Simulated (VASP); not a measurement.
# La5Lu2F (P-3m1) in VASP: single point with PBE

Aim: the single point of La5Lu2F with PBE.

Program: VASP 6.6.1. These are calculated values, not measurements. Logs are shortened: lines on timing, memory, paths and dates and some standing lists are left out, and cuts for length are marked.

## Step 1: The cell of the first run

The structure is trigonal, space group P-3m1 (No. 164). The conventional cell has a = 3.684 Å, b = 3.684 Å, c = 20.918 Å, α = 90.00°, β = 90.00°, γ = 120.00°. Within 4.7 Å of La (site symmetry 3m) lie 3 Lu at 3.57 Å and 9 La at 3.68 to 3.71 Å. La (site symmetry 3m) has 3 F at 2.72 Å within 3.6 Å. La (site symmetry -3m) has 6 Lu at 3.57 Å and 6 La at 3.68 Å within 4.7 Å. Lu (site symmetry 3m) has 6 La at 3.57 Å and 6 Lu at 3.68 Å within 4.7 Å. F (site symmetry -3m) has 6 La at 2.72 Å within 3.6 Å.

## Step 2: Single point, PBE

Input file INCAR:

```
PREC     = Accurate       # precision mode
ENCUT    = 520            # plane-wave cutoff, eV
EDIFF    = 1E-6           # SCF threshold, eV
ISMEAR   = 0              # smearing method
SIGMA    = 0.1            # smearing width, eV
LREAL    = F              # projectors in reciprocal space
LASPH    = T              # aspherical terms in the spheres
NELM     = 60             # most SCF steps
ALGO     = Normal         # electronic algorithm
ISIF     = 2              # what is computed and relaxed
LWAVE    = F              # write WAVECAR
LCHARG   = F              # write CHGCAR
GGA      = PE             # functional
NBANDS   = 66             # bands
```

Input file KPOINTS:

```
Automatic mesh
0
Gamma
  12 12 2
```

Input file POSCAR:

```
La5Lu2F
1.0
    3.6841447405      0.0000000000      0.0000000000
   -1.8420723702      3.1905629365      0.0000000000
    0.0000000000      0.0000000000     20.9179911507
La Lu F
5 2 1
Direct
    0.0000000000      0.0000000000      0.2264537660
    0.6666666667      0.3333333333      0.9189041884
    0.3333333333      0.6666666667      0.0810958116
    0.0000000000      0.0000000000      0.7735462340
    0.0000000000      0.0000000000      0.5000000000
    0.6666666667      0.3333333333      0.3632308756
    0.3333333333      0.6666666667      0.6367691244
    0.0000000000      0.0000000000      0.0000000000
```

Potentials or basis: VASP PAW PBE potentials, release 64 (La, Lu, F).

Run with:

```bash
cat potpaw_PBE.64/La/POTCAR potpaw_PBE.64/Lu/POTCAR potpaw_PBE.64/F/POTCAR > POTCAR
mpirun -np 1 vasp_std > vasp.out
```

OUTCAR:

```text
PREC = Accurate
   ENCUT = 520
   EDIFF = 1E-6
   ISMEAR = 0
   LREAL = F
   LASPH = T
   NELM = 60
   ISIF = 2
   GGA = PE

 ion  position               nearest neighbor table
   1  0.000  0.000  0.226-   6 3.57   6 3.57   6 3.57
   2  0.667  0.333  0.919-   8 2.72   8 2.72   8 2.72
   3  0.333  0.667  0.081-   8 2.72   8 2.72   8 2.72
   4  0.000  0.000  0.774-   7 3.57   7 3.57   7 3.57
   5  0.000  0.000  0.500-   6 3.57   7 3.57   7 3.57   6 3.57   6 3.57   7 3.57
   6  0.667  0.333  0.363-   5 3.57   5 3.57   5 3.57   1 3.57   1 3.57   1 3.57
   7  0.333  0.667  0.637-   5 3.57   5 3.57   5 3.57   4 3.57   4 3.57   4 3.57
   8  0.000  0.000  0.000-   2 2.72   3 2.72   3 2.72   2 2.72   2 2.72   3 2.72

  LATTYP: Found a hexagonal cell.
 ALAT       =     3.6841447405
 C/A-ratio  =     5.6778418396

  Lattice vectors:

 A1 = (   3.6841447405,   0.0000000000,   0.0000000000)
 A2 = (  -1.8420723702,   3.1905629365,   0.0000000000)
 A3 = (   0.0000000000,   0.0000000000,  20.9179911507)

Analysis of symmetry for initial positions (statically):
=====================================================================
 Subroutine PRICEL returns:
 Original cell was already a primitive cell.

 Routine SETGRP: Setting up the symmetry group for a
 hexagonal supercell.

 Subroutine GETGRP returns: Found 12 space group operations
 (whereof 12 operations were pure point group operations)
 out of a pool of 24 trial point group operations.

The static configuration has the point symmetry D_3d.

Analysis of symmetry for dynamics (positions and initial velocities):
=====================================================================
 Subroutine PRICEL returns:
 Original cell was already a primitive cell.

 Routine SETGRP: Setting up the symmetry group for a
 hexagonal supercell.

 Subroutine GETGRP returns: Found 12 space group operations
 (whereof 12 operations were pure point group operations)
 out of a pool of 24 trial point group operations.

The dynamic configuration has the point symmetry D_3d.

 Subroutine INISYM returns: Found 12 space group operations
 (whereof 12 operations are pure point group operations),
 and found     1 'primitive' translations

----------------------------------------------------------------------------------------
[... 108 lines left out ...]
   NSW    =      0    number of steps for IOM
   IBRION =     -1    ionic relax: 0-MD 1-quasi-New 2-CG
   NFREE  =      0    steps in history (QN), initial steepest desc. (CG)
   ISIF   =      2    stress and relaxation
   ISYM   =      2    0-nonsym 1-usesym 2-fastsym
   POTIM  = 0.5000    time-step for ionic-motion
   TEBEG  =    0.0;   TEEND  =   0.0 temperature during run
   PSTRESS=    0.0 pullay stress
   NELECT =     112.0000    total number of electrons
   NUPDOWN=      -1.0000    fix difference up-down
   EMIN   =  10.00;   EMAX   =-10.00  energy-range for DOS
   EFERMI =   0.00;   METHOD = LEGACY
   ISMEAR =     0;   SIGMA  =   0.10  broadening in eV -4-tet -1-fermi 0-gaus
   EFERMI_NEDOS =   21; number of points for ismear=-14 and -15
   IALGO  =     38    algorithm
   IMIX   =      4    mixing-type and parameters
     AMIX     =   0.40;   BMIX     =  1.00
     AMIX_MAG =   1.60;   BMIX_MAG =  1.00
  volume/ion in A,a.u.               =      30.74       207.41
  Fermi-wavevector in a.u.,A,eV,Ry     =   1.259620  2.380336 21.587579  1.586642
  Thomas-Fermi vector in A             =   2.393171
   LORBIT       =      0    0 simple, 1 ext, 2 COOP (PROOUT), +10 PAW based schemes
   GGA     = PE    functional components
   LHFCALC =     F    Hartree Fock is set to
   AEXX    =    0.0000 exact exchange contribution
   IVDW    =     0    specifies the selected vdW correction
   LEPSILON=     F    determine dielectric tensor
   LRPA    =     F    only Hartree local field effects (RPA)
 non-spin polarized calculation
 Gauss-broadening in eV      SIGMA  =   0.10
  energy-cutoff  :      520.00
  volume of cell :      245.88
 maximum number of plane-waves:      6666
 NGX is ok and might be reduce to    28
   NGX = 13   NGY = 13   NGZ = 77

 number of electron     111.9999982 magnetization

 Free energy of the ion-electron system (eV)
  ---------------------------------------------------
  ext. energy  EPLUGINS =         0.00000000
  ---------------------------------------------------
  free energy    TOTEN  =       -39.83016318 eV

  energy without entropy =      -39.77672487  energy(sigma->0) =      -39.80344403

 E-fermi :   6.7865     XC(G=0):  -9.9566

 val. band max:        6.7854901496   @ k =   0.2500   0.1667   0.0000
 cond. band min:       6.7865868403   @ k =   0.4167   0.1667   0.0000
 fundamental gap:      0.0010966907
 Fermi energy:         6.7865324914

 k-point     1 :       0.0000    0.0000    0.0000
  band No.  band energies     occupation
      1     -49.7873      2.00000
      2     -49.7873      2.00000
      3     -26.3124      2.00000
      4     -26.2361      2.00000
      5     -25.8695      2.00000
      6     -25.8164      2.00000
[... 1645 lines left out ...]
     65       8.3384      0.00000
     66       8.3542      0.00000

 [... further k-points ...]

------------------------ aborting loop because EDIFF is reached ----------------------------------------

  FORCE on cell =-STRESS in cart. coord.  units (eV):
  Direction    XX          YY          ZZ          XY          YZ          ZX
  --------------------------------------------------------------------------------------
  -------------------------------------------------------------------------------------
  Total       -0.0248289     -0.0248289      0.0419722     -0.0000000     -0.0000000     -0.0000000
  in kB       -0.1617875     -0.1617875      0.2734942     -0.0000000     -0.0000000     -0.0000000
  external PRESSURE =      -0.0166936 kB  Pullay stress =       0.0000000 kB

 VOLUME and BASIS-vectors are now :
 -----------------------------------------------------------------------------
  energy-cutoff  :      520.00
  volume of cell :      245.88
      direct lattice vectors                 reciprocal lattice vectors
     3.684144740  0.000000000  0.000000000     0.271433418  0.156712157  0.000000000
    -1.842072370  3.190562937  0.000000000     0.000000000  0.313424314  0.000000000
     0.000000000  0.000000000 20.917991151     0.000000000  0.000000000  0.047805738

 POSITION                                       TOTAL-FORCE (eV/Angst)
 -----------------------------------------------------------------------------------
      0.00000      0.00000      4.73696        -0.000000      0.000000     -0.001033
      1.84207      1.06352     19.22163        -0.000000      0.000000      0.012900
     -0.00000      2.12704      1.69636         0.000000     -0.000000     -0.012900
      0.00000      0.00000     16.18103        -0.000000      0.000000      0.001033
      0.00000      0.00000     10.45900        -0.000000      0.000000      0.000000
      1.84207      1.06352      7.59806        -0.000000      0.000000     -0.001821
     -0.00000      2.12704     13.31993         0.000000     -0.000000      0.001821
      0.00000      0.00000      0.00000        -0.000000      0.000000      0.000000
 -----------------------------------------------------------------------------------
    total drift:                               -0.000000      0.000000      0.000000

  FREE ENERGIE OF THE ION-ELECTRON SYSTEM (eV)
  ---------------------------------------------------
  free  energy   TOTEN  =       -39.8301631842 eV

  energy  without entropy=      -39.7767248661  energy(sigma->0) =      -39.80344403
```

OSZICAR:

```text
N       E                     dE             d eps       ncg     rms          rms(c)
[... 12 lines left out ...]
DAV:  13    -0.398313465390E+02    0.42304E-02   -0.40842E-02  9032   0.103E+00    0.223E-01
DAV:  14    -0.398304474980E+02    0.89904E-03   -0.70048E-03  9568   0.460E-01    0.133E-01
DAV:  15    -0.398302597963E+02    0.18770E-03   -0.13199E-03  9440   0.190E-01    0.828E-02
DAV:  16    -0.398302196022E+02    0.40194E-04   -0.43550E-04  8520   0.988E-02    0.393E-02
DAV:  17    -0.398301758982E+02    0.43704E-04   -0.14691E-04  8360   0.547E-02    0.169E-02
DAV:  18    -0.398301629691E+02    0.12929E-04   -0.79303E-05  7856   0.414E-02    0.348E-03
DAV:  19    -0.398301634445E+02   -0.47541E-06   -0.10988E-05  7536   0.194E-02    0.276E-03
DAV:  20    -0.398301631842E+02    0.26029E-06   -0.12992E-06  4688   0.911E-03
   1 F= -.39830163E+02 E0= -.39803444E+02  d E =-.534383E-01
```

Wall time 17 min (1 thread of Intel Xeon 6975P-C (Granite Rapids), shared host); peak memory 0.71 GiB.

Results:

- Free energy: -39.8302 eV
- Pressure: 0.0 GPa
- Largest force: 0.013 eV/Å
- Band gap on the k mesh: zero (band 56 reaches 7.76 eV, above the bottom of band 57 at 6.66 eV)

Forces in eV/Å, atoms in the order of the input:
```
La   0.000  0.000 -0.001
La   0.000  0.000  0.013
La   0.000  0.000 -0.013
La   0.000  0.000  0.001
La   0.000  0.000  0.000
Lu   0.000  0.000 -0.002
Lu   0.000  0.000  0.002
F    0.000  0.000  0.000
```

Levels at points of the mesh, in eV from the Fermi level:
| k point | band 53 | band 54 | band 55 | band 56 | band 57 | band 58 | band 59 | band 60 |
| --- | --- | --- | --- | --- | --- | --- | --- | --- |
| (0.00, 0.00, 0.00) | -1.18 | 0.35 | 0.66 | 0.76 | 0.91 | 1.31 | 1.35 | 1.37 |
| (0.50, 0.00, 0.00) | -0.98 | -0.94 | -0.88 | -0.70 | 0.17 | 0.47 | 0.63 | 0.74 |
| (0.00, 0.00, 0.50) | -1.17 | 0.34 | 0.60 | 0.97 | 1.01 | 1.14 | 1.25 | 1.35 |
| (0.50, 0.00, 0.50) | -1.01 | -0.92 | -0.81 | -0.77 | 0.13 | 0.55 | 0.56 | 0.95 |

Caveat: spin-orbit coupling is left out, which moves the levels of the heavy elements.
